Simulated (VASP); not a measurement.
# Sb in VASP: notebook

The runs below take Sb through single point, relaxation of cell and atoms, with PBE.

Everything below comes from runs of VASP 6.6.1. Logs are shortened: lines on timing, memory, paths and dates and some standing lists are left out, and cuts for length are marked.

## (1) The cell of the first run

Symmetry: Pm-3m, No. 221, cubic system. The conventional cell has a = 3.210 Å, b = 3.210 Å, c = 3.210 Å, α = 90.00°, β = 90.00°, γ = 90.00°. Sb (site symmetry m-3m) has 6 Sb at 3.21 Å within 4.2 Å.

This isn't the form of Sb at room conditions, which is rhombohedral.

## (2) Single point, PBE (33.07 Å³/atom)

INCAR

```
PREC = Accurate
ENCUT = 520
EDIFF = 1E-6
ISMEAR = 0
SIGMA = 0.1
LREAL = False
LASPH = True
NELM = 80
ALGO = Normal
ISIF = 2
LWAVE = False
LCHARG = False
GGA = PE
NBANDS = 8
```

KPOINTS

```
regular mesh
0
Gamma
  18 18 18
```

POSCAR

```
Sb
1.0
    3.2099153701      0.0000000000      0.0000000000
    0.0000000000      3.2099153701      0.0000000000
    0.0000000000      0.0000000000      3.2099153701
Sb
1
Direct
    0.0000000000      0.0000000000      0.0000000000
```

Potentials or basis: VASP PAW PBE potentials, release 64 (Sb).

On the command line:

```
$ cat potpaw_PBE.64/Sb/POTCAR > POTCAR
$ mpirun -np 1 vasp_std > vasp.out
```

OUTCAR:

```text
PREC = Accurate
   ENCUT = 520
   EDIFF = 1E-6
   ISMEAR = 0
   LREAL = False
   LASPH = True
   NELM = 80
   ISIF = 2
   GGA = PE

 ion  position               nearest neighbor table
   1  0.000  0.000  0.000-

  LATTYP: Found a simple cubic cell.
 ALAT       =     3.2099153701

  Lattice vectors:

 A1 = (   3.2099153701,   0.0000000000,   0.0000000000)
 A2 = (   0.0000000000,   3.2099153701,   0.0000000000)
 A3 = (   0.0000000000,   0.0000000000,   3.2099153701)

Analysis of symmetry for initial positions (statically):
=====================================================================
 Subroutine PRICEL returns:
 Original cell was already a primitive cell.

 Routine SETGRP: Setting up the symmetry group for a
 simple cubic supercell.

 Subroutine GETGRP returns: Found 48 space group operations
 (whereof 48 operations were pure point group operations)
 out of a pool of 48 trial point group operations.

The static configuration has the point symmetry O_h .

Analysis of symmetry for dynamics (positions and initial velocities):
=====================================================================
 Subroutine PRICEL returns:
 Original cell was already a primitive cell.

 Routine SETGRP: Setting up the symmetry group for a
 simple cubic supercell.

 Subroutine GETGRP returns: Found 48 space group operations
 (whereof 48 operations were pure point group operations)
 out of a pool of 48 trial point group operations.

The dynamic configuration has the point symmetry O_h .

 Subroutine INISYM returns: Found 48 space group operations
 (whereof 48 operations are pure point group operations),
 and found     1 'primitive' translations

----------------------------------------------------------------------------------------

                                     Primitive cell

  volume of cell :      33.0735

  direct lattice vectors                    reciprocal lattice vectors
     3.209915370  0.000000000  0.000000000     0.311534693  0.000000000  0.000000000
     0.000000000  3.209915370  0.000000000     0.000000000  0.311534693  0.000000000
     0.000000000  0.000000000  3.209915370     0.000000000  0.000000000  0.311534693

  length of vectors
     3.209915370  3.209915370  3.209915370     0.311534693  0.311534693  0.311534693

  position of ions in fractional coordinates (direct lattice)
     0.000000000  0.000000000  0.000000000

  ion indices of the primitive-cell ions
   primitive index   ion index
                 1           1

----------------------------------------------------------------------------------------

 KPOINTS: regular mesh

Automatic generation of k-mesh.
 Grid dimensions read from file:
 generate k-points for:   18   18   18

 Generating k-lattice:

  Cartesian coordinates                     Fractional coordinates (reciprocal lattice)
     0.017307483  0.000000000  0.000000000     0.055555556  0.000000000  0.000000000
     0.000000000  0.017307483  0.000000000     0.000000000  0.055555556  0.000000000
     0.000000000  0.000000000  0.017307483     0.000000000  0.000000000  0.055555556

  Length of vectors
     0.017307483  0.017307483  0.017307483

  Shift w.r.t. Gamma in fractional coordinates (k-lattice)
     0.000000000  0.000000000  0.000000000

 Subroutine IBZKPT returns following result:
 ===========================================

 Found    220 irreducible k-points:

 Following reciprocal coordinates:
            Coordinates               Weight
  0.000000  0.000000  0.000000      1.000000
  0.055556  0.000000  0.000000      6.000000
  0.111111  0.000000  0.000000      6.000000
  0.166667  0.000000  0.000000      6.000000
  0.222222  0.000000  0.000000      6.000000
  0.277778  0.000000  0.000000      6.000000
[... 16 lines left out ...]
  0.277778  0.111111  0.000000     24.000000
  0.333333  0.111111  0.000000     24.000000
 [... further k-points ...]
   k-points           NKPTS =    220   k-points in BZ     NKDIM =    220   number of bands    NBANDS=      8
   number of dos      NEDOS =    301   number of ions     NIONS =      1
   total plane-waves  NPLWV =  13824
   dimension x,y,z NGX =    24 NGY =   24 NGZ =   24
   dimension x,y,z NGXF=    48 NGYF=   48 NGZF=   48
   ions per type =               1
   NGX,Y,Z   is equivalent  to a cutoff of  12.43, 12.43, 12.43 a.u.
   NGXF,Y,Z  is equivalent  to a cutoff of  24.86, 24.86, 24.86 a.u.
 SYSTEM =  unknown system
   PREC   = accura    normal or accurate (medium, high low for compatibility)
   ISTART =      0    job   : 0-new  1-cont  2-samecut
   ICHARG =      2    charge: 1-file 2-atom 10-const
   ISPIN  =      1    spin polarized calculation?
   LNONCOLLINEAR =      F non collinear calculations
   LSORBIT =      F    spin-orbit coupling
   LASPH  =      T    aspherical Exc in radial PAW
   ENCUT  =  520.0 eV  38.22 Ry    6.18 a.u.   5.97  5.97  5.97*2*pi/ulx,y,z
   NELM   =     80;   NELMIN=  2; NELMDL= -5     # of ELM steps
   EDIFF  = 0.1E-05   stopping-criterion for ELM
   LREAL  =      F    real-space projection
   EDIFFG = 0.1E-04   stopping-criterion for IOM
   NSW    =      0    number of steps for IOM
   IBRION =     -1    ionic relax: 0-MD 1-quasi-New 2-CG
   NFREE  =      0    steps in history (QN), initial steepest desc. (CG)
   ISIF   =      2    stress and relaxation
   ISYM   =      2    0-nonsym 1-usesym 2-fastsym
   POTIM  = 0.5000    time-step for ionic-motion
   TEBEG  =    0.0;   TEEND  =   0.0 temperature during run
   PSTRESS=    0.0 pullay stress
   NELECT =       5.0000    total number of electrons
   NUPDOWN=      -1.0000    fix difference up-down
   EMIN   =  10.00;   EMAX   =-10.00  energy-range for DOS
   EFERMI =   0.00;   METHOD = LEGACY
   ISMEAR =     0;   SIGMA  =   0.10  broadening in eV -4-tet -1-fermi 0-gaus
   EFERMI_NEDOS =   21; number of points for ismear=-14 and -15
   IALGO  =     38    algorithm
   IMIX   =      4    mixing-type and parameters
     AMIX     =   0.40;   BMIX     =  1.00
     AMIX_MAG =   1.60;   BMIX_MAG =  1.00
  volume/ion in A,a.u.               =      33.07       223.19
  Fermi-wavevector in a.u.,A,eV,Ry     =   0.872110  1.648049 10.348262  0.760576
  Thomas-Fermi vector in A             =   1.991313
   LORBIT       =      0    0 simple, 1 ext, 2 COOP (PROOUT), +10 PAW based schemes
   GGA     = PE    functional components
   LHFCALC =     F    Hartree Fock is set to
   AEXX    =    0.0000 exact exchange contribution
   IVDW    =     0    specifies the selected vdW correction
   LEPSILON=     F    determine dielectric tensor
   LRPA    =     F    only Hartree local field effects (RPA)
 non-spin polarized calculation
 Gauss-broadening in eV      SIGMA  =   0.10
  energy-cutoff  :      520.00
  volume of cell :       33.07
 maximum number of plane-waves:       912
 NGX is ok and might be reduce to    24
   NGX = 11   NGY = 11   NGZ = 11

 number of electron       5.0000000 magnetization

 Free energy of the ion-electron system (eV)
  ---------------------------------------------------
  ext. energy  EPLUGINS =         0.00000000
  ---------------------------------------------------
  free energy    TOTEN  =        -4.05004125 eV

  energy without entropy =       -4.04751125  energy(sigma->0) =       -4.04877625

 E-fermi :   5.9047     XC(G=0):  -9.1891

 val. band max:        5.8515653121   @ k =   0.4444   0.3333   0.3333
 cond. band min:       5.9264051301   @ k =   0.4444   0.3889   0.3333
 fundamental gap:      0.0748398180
 Fermi energy:         5.9047162675

 k-point     1 :       0.0000    0.0000    0.0000
  band No.  band energies     occupation
      1      -5.7428      2.00000
      2       8.9013      0.00000
      3       8.9013      0.00000
      4       8.9013      0.00000
      5      12.7250      0.00000
      6      12.7250      0.00000
      7      13.5506      0.00000
      8      22.9403      0.00000

 k-point     2 :       0.0556    0.0000    0.0000
  band No.  band energies     occupation
      1      -5.7028      2.00000
      2       8.3635      0.00000
      3       8.9396      0.00000
      4       8.9396      0.00000
      5      12.7587      0.00000
      6      13.0561      0.00000
      7      13.8565      0.00000
      8      22.4772      0.00000

 k-point     3 :       0.1111    0.0000    0.0000
  band No.  band energies     occupation
      1      -5.5836      2.00000
      2       7.2401      0.00000
      3       9.0529      0.00000
      4       9.0529      0.00000
      5      12.8592      0.00000
      6      13.3449      0.00000
      7      14.9852      0.00000
      8      21.6064      0.00000

 k-point     4 :       0.1667    0.0000    0.0000
  band No.  band energies     occupation
      1      -5.3882      2.00000
      2       5.9886      0.23542
      3       9.2351      0.00000
      4       9.2351      0.00000
      5      13.0252      0.00000
      6      13.5717      0.00000
      7      16.4821      0.00000
      8      20.6699      0.00000

 k-point     5 :       0.2222    0.0000    0.0000
  band No.  band energies     occupation
      1      -5.1225      2.00000
      2       4.7608      2.00000
      3       9.4755      0.00000
      4       9.4755      0.00000
      5      13.2534      0.00000
      6      13.8497      0.00000
      7      18.0197      0.00000
      8      19.7546      0.00000
[... 177 lines left out ...]
 k-point    22 :       0.2222    0.1111    0.0000
  band No.  band energies     occupation
      1      -4.9629      2.00000
      2       4.9139      2.00000
      3       7.8352      0.00000
      4       9.6276      0.00000
      5      13.6518      0.00000
      6      15.3332      0.00000
      7      17.4027      0.00000
      8      18.6586      0.00000

 k-point    23 :       0.2778    0.1111    0.0000
  band No.  band energies     occupation
      1      -4.6381      2.00000
      2       3.7723      2.00000
      3       8.1326      0.00000
      4       9.9089      0.00000
      5      13.9547      0.00000
      6      15.3980      0.00000
      7      16.9811      0.00000
      8      19.0244      0.00000

 k-point    24 :       0.3333    0.1111    0.0000
  band No.  band energies     occupation
      1      -4.2758      2.00000
      2       2.7599      2.00000
      3       8.4538      0.00000
      4      10.2042      0.00000
      5      14.2973      0.00000
      6      15.1671      0.00000
      7      16.7774      0.00000
      8      18.2808      0.00000

 [... further k-points ...]
[... 5 lines left out ...]
  --------------------------------------------------------------------------------------
  -------------------------------------------------------------------------------------
  Total       -0.8757145     -0.8757145     -0.8757145     -0.0000000      0.0000000     -0.0000000
  in kB      -42.4221228    -42.4221228    -42.4221228     -0.0000000      0.0000000     -0.0000000
  external PRESSURE =     -42.4221228 kB  Pullay stress =       0.0000000 kB

 VOLUME and BASIS-vectors are now :
 -----------------------------------------------------------------------------
  energy-cutoff  :      520.00
  volume of cell :       33.07
      direct lattice vectors                 reciprocal lattice vectors
     3.209915370  0.000000000  0.000000000     0.311534693  0.000000000  0.000000000
     0.000000000  3.209915370  0.000000000     0.000000000  0.311534693  0.000000000
     0.000000000  0.000000000  3.209915370     0.000000000  0.000000000  0.311534693

 POSITION                                       TOTAL-FORCE (eV/Angst)
 -----------------------------------------------------------------------------------
      0.00000      0.00000      0.00000         0.000000      0.000000      0.000000
 -----------------------------------------------------------------------------------
    total drift:                               -0.000000      0.000000      0.000000

  FREE ENERGIE OF THE ION-ELECTRON SYSTEM (eV)
  ---------------------------------------------------
  free  energy   TOTEN  =        -4.0500412495 eV

  energy  without entropy=       -4.0475112503  energy(sigma->0) =       -4.04877625
```

Run time: 8.5 s. Hardware: 1 thread of Intel Xeon 6975P-C (Granite Rapids), shared host; peak memory 0.18 GiB.

What came out:

| Quantity | Value |
| --- | --- |
| Free energy | -4.0500 eV |
| Pressure | -4.2 GPa |
| Band gap on the k mesh | zero (an odd number of electrons rules out a gap without spin polarisation) |

Caveat: the cell stands under tension; spin-orbit coupling is left out, which moves the levels of the heavy elements; an odd number of electrons without spin polarisation forces a metal; a magnetic or distorted state may lie lower.

## (3) Relaxation of cell and atoms, PBE

This run uses another cell than the first one, of 30.49 Å³/atom.

INCAR

```
PREC = Accurate
ENCUT = 600
EDIFF = 1E-6
ISMEAR = 0
SIGMA = 0.1
LREAL = False
LASPH = True
NELM = 80
ALGO = Normal
ISIF = 3
LWAVE = False
LCHARG = False
GGA = PE
IBRION = 2
NSW = 100
EDIFFG = -0.01
```

KPOINTS is that of step 2.

POSCAR

```
Sb
1.0
    3.0925422363      0.0000000000      0.0000000000
    0.0000000000      3.0925422363      0.0000000000
    0.0000000000      0.0000000000      3.1881915753
Sb
1
Direct
    0.0000000000      0.0000000000      0.0000000000
```

Potentials or basis: VASP PAW PBE potentials, release 64 (Sb).

On the command line:

```
$ cat potpaw_PBE.64/Sb/POTCAR > POTCAR
$ mpirun -np 1 vasp_std > vasp.out
```

Run time: 79 s. Hardware: 1 thread of Intel Xeon 6975P-C (Granite Rapids), shared host; peak memory 0.28 GiB.

Results (log left out):

```
Free energy                           : -4.0939 eV
Relaxed volume                        : 30.05 Å³/atom
Relaxed cell                          : a = 3.109 Å, b = 3.109 Å, c = 3.109 Å, α = 90.00°, β = 90.00°, γ = 90.00°
Space group after relaxing (to 0.1 Å) : Pm-3m (No. 221)
Energy gained by relaxing             : 7.4 meV/atom
Ionic steps                           : 5
Pressure after relaxing               : 0.0 GPa
Band gap on the k mesh                : zero (an odd number of electrons rules out a gap without spin polarisation)
```

Step by step:
| step | energy change (eV) | largest force (eV/Å) | pressure (GPa) | volume (Å³) |
| --- | --- | --- | --- | --- |
| 1 | 0.0000 | 0.0000 | -0.74 | 30.49 |
| 2 | -0.0072 | 0.0000 | 0.37 | 29.86 |
| 3 | -0.0072 | 0.0000 | 0.30 | 29.90 |
| 4 | -0.0073 | 0.0000 | -0.10 | 30.11 |
| 5 | -0.0074 | 0.0000 | 0.00 | 30.05 |

Final structure:
```
CELL_PARAMETERS angstrom
3.10891 0.00000 0.00000
0.00000 3.10891 0.00000
0.00000 0.00000 3.10892
ATOMIC_POSITIONS crystal
Sb 0.00000 0.00000 0.00000
```

Levels at points of the mesh, in eV from the Fermi level:
```csv
k point,band 1,band 2,band 3,band 4,band 5,band 6
"(0.00, 0.00, 0.00)",-12.36,3.22,3.22,3.22,6.88,6.88
"(0.50, 0.00, 0.00)",-9.97,-5.56,5.20,5.20,8.95,10.55
"(0.50, 0.50, 0.00)",-7.43,-3.53,-3.53,2.18,7.22,12.75
"(0.00, 0.00, 0.50)",-9.97,-5.56,5.20,5.20,8.95,10.55
"(0.50, 0.00, 0.50)",-7.43,-3.53,-3.53,2.18,7.22,12.75
"(0.50, 0.50, 0.50)",-4.60,-1.63,-1.63,-1.63,4.81,4.81
```

Caveat: spin-orbit coupling is left out, which moves the levels of the heavy elements; an odd number of electrons without spin polarisation forces a metal; a magnetic or distorted state may lie lower.

The gap in the log of VASP goes by the Fermi energy; the results here count the filled bands.